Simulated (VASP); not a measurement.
A run of VASP 6.6.1 is set up as follows.

File INCAR:

```
SYSTEM = MgS
ALGO = Normal
EDIFF = 1E-6
ENCUT = 600
GGA = PS
GGA_COMPAT = .FALSE.
ISIF = 2
ISMEAR = 0
LASPH = .TRUE.
LCHARG = .FALSE.
LREAL = .FALSE.
LWAVE = .FALSE.
NBANDS = 11
NELM = 120
PREC = Accurate
SIGMA = 0.01
```

The input KPOINTS:

```
k-points
0
G
  6 6 6
  0 0 0
```

The input POSCAR:

```
MgS
1.0
    0.0157311417      2.6013909985      2.5856979072
    2.6013909985      0.0157311417      2.5856979072
    2.6171221403      2.6171221403      0.0000000001
Mg S
1 1
Direct
    0.0000000000      0.0000000000      0.0000000000
    0.5000000000      0.5000000000      0.5000000000
```

Potentials or basis: VASP PAW PBE potentials, release 64 (Mg, S).

Run with:

```bash
$ cat potpaw_PBE.64/Mg/POTCAR potpaw_PBE.64/S/POTCAR > POTCAR
$ mpirun -np 1 vasp_std > vasp.out
```

Task: Estimate the band gap on the k mesh.

Result: 2.62 eV (least direct gap 3.58 eV).

Task: What does it give for the pressure?

Result: -0.6 GPa.

Stress tensor (GPa, compression positive):
```
-0.83 -0.65  0.00
-0.65 -0.83  0.00
 0.00  0.00 -0.19
```

Caveat: the PAW data sets were made with another functional, which shifts forces and pressure a little. A k mesh can miss the band edges.
